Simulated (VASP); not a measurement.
Wanted: the native input for a VASP 6.6.1 run.

```yaml
Task: single point
Functional: PBE
Potentials_or_basis: VASP PAW PBE potentials, release 64 (Si, F)
Cutoff: 520 eV
k_mesh: 2 × 2 × 2
Occupations: fermi-dirac, width 0.05 eV
Spin: collinear spin
Starting_moments: "[0.0, 0.0, 0.0, 0.0, 0.0, 0.0, 0.0, 0.0, 0.0, 0.0, 0.0, 0.0, 0.0, 0.0, 0.0, 0.0, 1.0] μB"
Dipole_correction: no
Further_INCAR_settings: ALGO = Normal; EDIFF = 1e-06; NBANDS = 54
```

The structure of Si16F (a cell with a defect) lies in POSCAR:

```
Si16F
1.0
    0.0000000000      5.4300000000      5.4300000000
    5.4300000000      0.0000000000      5.4300000000
    5.4300000000      5.4300000000      0.0000000000
Si F
16 1
Direct
    0.1132412523      0.3398895028     -0.2158747698
   -0.2490607735      0.1112891344      0.2772007366
   -0.1044843462      0.4164548803      0.4568232044
    0.2410957643     -0.0878176796      0.8234162063
    0.2114364641      0.5498342541     -0.3291160221
    0.0670902394      0.7419337017      0.2447329650
   -0.3258011050      0.4931307551      0.7658563536
    0.3055340700      0.5811694291      0.3431767956
    0.0154972376      0.2579834254      0.1908011050
    0.8862246777     -0.1494290976      0.0799079190
    0.5436372007     -0.1826243094      0.6342633517
    0.9291804788     -0.2332688766      0.4900644567
    0.5094475138      0.1613812155      0.3346593002
    0.6607182320      0.8381399632     -0.2466850829
    0.6099723757      0.6129005525      0.1549263352
    0.4764917127      0.3795488029      0.7420902394
    0.9258747698      0.4958011050      1.1234069982
```

These files were run (other wordings do the same):

INCAR

```
  PREC = Accurate
  ENCUT = 520
  EDIFF = 1E-6
  ISMEAR = -1
  SIGMA = 0.05
  LREAL = F
  LASPH = T
  NELM = 200
  ALGO = Normal
  ISIF = 2
  LWAVE = F
  LCHARG = F
  ISPIN = 2
  MAGMOM = 0 0 0 0 0 0 0 0 0 0 0 0 0 0 0 0 1
  LORBIT = 11
  GGA = PE
  NBANDS = 54
  GGA_COMPAT = F
```

KPOINTS

```
regular mesh
0
Gamma
  2 2 2
```

Potentials or basis: VASP PAW PBE potentials, release 64 (Si, F).

Command:

```sh
$ cat potpaw_PBE.64/Si/POTCAR potpaw_PBE.64/F/POTCAR > POTCAR
$ mpirun -np 1 vasp_std > vasp.out
```

It gave:

```
Pressure                                              : 43.8 GPa
Largest force                                         : 35.573 eV/Å
Net moment                                            : 0.00 μB per cell
Valence electrons inside the program's atomic spheres : Si 1.81, 2.07, 1.58, 1.66, 2.10, 2.22, 1.73, 1.89, 1.68, 1.72, 2.15, 2.00, 2.04, 1.98, 1.59 (each value once); F 6.26
```

Caveat: the k points lie up to 0.50 Å⁻¹ apart.

It took 5.6 min on 1 thread of Oxide Virtual Turin-like Processor, with other jobs on the host, peak memory 0.71 GiB.
